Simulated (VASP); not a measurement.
Input of a VASP 6.6.1 run:

The input INCAR:

```
SYSTEM = BaTe
PREC     = Accurate       ! precision mode
ENCUT    = 520            ! plane-wave cutoff, eV
EDIFF    = 1E-7           ! SCF threshold, eV
ISMEAR   = -1             ! smearing method
SIGMA    = 0.05           ! smearing width, eV
LREAL    = .FALSE.        ! projectors in reciprocal space
LASPH    = .TRUE.         ! aspherical terms in the spheres
NELM     = 100            ! most SCF steps
ALGO     = Normal         ! electronic algorithm
ISIF     = 2              ! what is computed and relaxed
LWAVE    = .FALSE.        ! write WAVECAR
LCHARG   = .FALSE.        ! write CHGCAR
GGA      = CA             ! functional
NBANDS   = 15             ! bands
```

The input KPOINTS:

```
Automatic mesh
0
G
  4 4 4
  0 0 0
```

POSCAR

```
BaTe
1.0
    4.2624660000      0.0000000000      0.0000000000
    0.0000000000      4.2624660000      0.0000000000
    0.0000000000      0.0000000000      4.2624660000
Ba Te
1 1
Direct
    0.0000000000      0.0000000000      0.0000000000
    0.5000000000      0.5000000000      0.5000000000
```

Potentials or basis: VASP PAW LDA potentials, release 64 (Ba_sv, Te).

The run is started by

```sh
$ cat potpaw_LDA.64/Ba_sv/POTCAR potpaw_LDA.64/Te/POTCAR > POTCAR
$ mpirun -np 1 vasp_std > vasp.out
```

Question: Estimate the pressure.

Answer: -2.7 GPa.

Question: Estimate the band gap on the k mesh.

Answer: 0.64 eV, indirect (least direct gap 0.81 eV).

Caveat: spin-orbit coupling is left out, which moves the levels of the heavy elements. A k mesh can miss the band edges.
